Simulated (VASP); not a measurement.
A run of VASP 6.6.1 is set up as follows.

Contents of INCAR:

```
SYSTEM = SiNi
  PREC = Accurate
  ENCUT = 600
  EDIFF = 1E-7
  ISMEAR = -1
  SIGMA = 0.05
  LREAL = .FALSE.
  LASPH = .TRUE.
  NELM = 80
  ALGO = Normal
  ISIF = 3
  LWAVE = .FALSE.
  LCHARG = .FALSE.
  GGA = PE
  IBRION = 2
  NSW = 60
  EDIFFG = -0.005
  PSTRESS = 120.0
```

Contents of KPOINTS:

```
Automatic mesh
0
G
  15 15 15
  0 0 0
```

The input POSCAR:

```
SiNi
1.0
    0.0000000000      2.3132102729      2.3132102729
    2.3132102729      0.0000000000      2.3132102729
    2.3132102729      2.3132102729      0.0000000000
Ni Si
1 1
Direct
    0.0000000000      0.0000000000      0.0000000000
    0.5000000000      0.5000000000      0.5000000000
```

Potentials or basis: VASP PAW PBE potentials, release 64 (Ni, Si).

Run with:

```console
$ cat potpaw_PBE.64/Ni/POTCAR potpaw_PBE.64/Si/POTCAR > POTCAR
$ mpirun -np 1 vasp_std > vasp.out
```

Q: Estimate the band gap on the k mesh.

A: Zero (bands 7 and 8 overlap by 5.21 eV).

Final structure:
```
Ni Si
1.0
     0.00000    2.31321    2.31321
     2.31321    0.00000    2.31321
     2.31321    2.31321    0.00000
Ni Si
1 1
Direct
  0.00000 0.00000 0.00000
  0.50000 0.50000 0.50000
```

Caveat: the relaxation stopped at its first step, so nothing moved; the cell is relaxed towards a set pressure, so the run minimises the enthalpy, not the energy. Spin polarisation is off, so any magnetic state and its effect on volume and gap are missing.
